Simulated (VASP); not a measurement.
Input of a VASP 6.6.1 run:

The input INCAR:

```
SYSTEM = ScTaZn2
ALGO = Normal ; EDIFF = 1E-6
ENCUT = 520 ; GGA = PE
ISIF = 2 ; ISMEAR = 1
LASPH = .TRUE. ; LCHARG = .TRUE.
LELF = .TRUE. ; LREAL = .FALSE.
LVHAR = .TRUE. ; LWAVE = .FALSE.
NBANDS = 31 ; NELM = 80
PREC = Accurate ; SIGMA = 0.2506
```

File KPOINTS:

```
k-points
0
G
  6 6 6
  0 0 0
```

POSCAR

```
ScTaZn2
1.0
    2.8325200566     -0.0000002292     -0.0000000714
   -1.4162598298      2.4530344403     -0.0000006443
    0.0000001261     -1.6353533751     10.2520436413
Ta Sc Zn
1 1 2
Direct
    0.5000000000      0.0000000000      0.5000000000
    0.0000000000      0.0000000000      0.0000000000
    0.0903909244      0.1807818489      0.2711727733
    0.9096090756      0.8192181511      0.7288272267
```

Potentials or basis: VASP PAW PBE potentials, release 64 (Ta_pv, Sc_sv, Zn).

The run is started by

```console
$ cat potpaw_PBE.64/Ta_pv/POTCAR potpaw_PBE.64/Sc_sv/POTCAR potpaw_PBE.64/Zn/POTCAR > POTCAR
$ mpirun -np 1 vasp_std > vasp.out
```

(1) Estimate the band gap on the k mesh.

(2) Predict the pressure.

Answers

(1) zero (bands 23 and 24 overlap by 0.36 eV).

(2) 5.2 GPa.

Caveat: the k points lie up to 0.43 Å⁻¹ apart; so wide a smearing shifts energies and pressures; spin-orbit coupling is left out, which moves the levels of the heavy elements.
